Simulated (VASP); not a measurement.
Crystal: Eu.

```
Eu
1.0
     4.55100    0.00000    0.00000
     0.00000    4.55100    0.00000
     0.00000    0.00000    4.55100
Eu
2
Direct
  0.00000 0.00000 0.00000
  0.50000 0.50000 0.50000
```

- Program: VASP 6.6.1
- Task: relaxation of cell and atoms
- Functional: PBE
- Potentials or basis: VASP PAW PBE potentials, release 64 (Eu)
- Cutoff: 600 eV
- k mesh: 7 × 7 × 7
- Occupations: fermi-dirac, width 0.05 eV
- Spin: collinear spin, antiferromagnetic start
- Starting moments: [7.0, -7.0] μB

At the start: pressure -1.4 GPa; volume 47.13 Å³/atom.

**Question.** Where does the relaxation end?

**Answer.** Over 5 steps the energy falls by 24.8 meV/atom and the volume is 41.61 Å³/atom (-11.7 %); space group Im-3m (No. 229, to 0.1 Å) before and after; moment 0.00 μB per cell.

Step by step:
| step | energy change (eV) | largest force (eV/Å) | pressure (GPa) | volume (Å³) |
| --- | --- | --- | --- | --- |
| 1 | 0.0000 | 0.0000 | -1.35 | 94.26 |
| 2 | -0.0362 | 0.0000 | -0.71 | 88.93 |
| 3 | -0.0468 | 0.0000 | -0.58 | 86.06 |
| 4 | -0.0438 | 0.0000 | 0.61 | 80.50 |
| 5 | -0.0495 | 0.0000 | -0.04 | 83.21 |

Final structure:
```cif
data_structure
_symmetry_space_group_name_H-M 'P 1'
_symmetry_Int_Tables_number 1
_cell_length_a 4.3658
_cell_length_b 4.3658
_cell_length_c 4.3658
_cell_angle_alpha 90.000
_cell_angle_beta 90.000
_cell_angle_gamma 90.000
_cell_volume 83.21
loop_
_atom_site_label
_atom_site_type_symbol
_atom_site_fract_x
_atom_site_fract_y
_atom_site_fract_z
_atom_site_occupancy
Eu1 Eu 0.00000 0.00000 0.00000 1
Eu2 Eu 0.50000 0.50000 0.50000 1
```

Caveat: the antiferromagnetic order is the one typed at the start, and another may lie lower; semilocal functionals describe open f shells poorly, which spoils levels, moments and volumes.
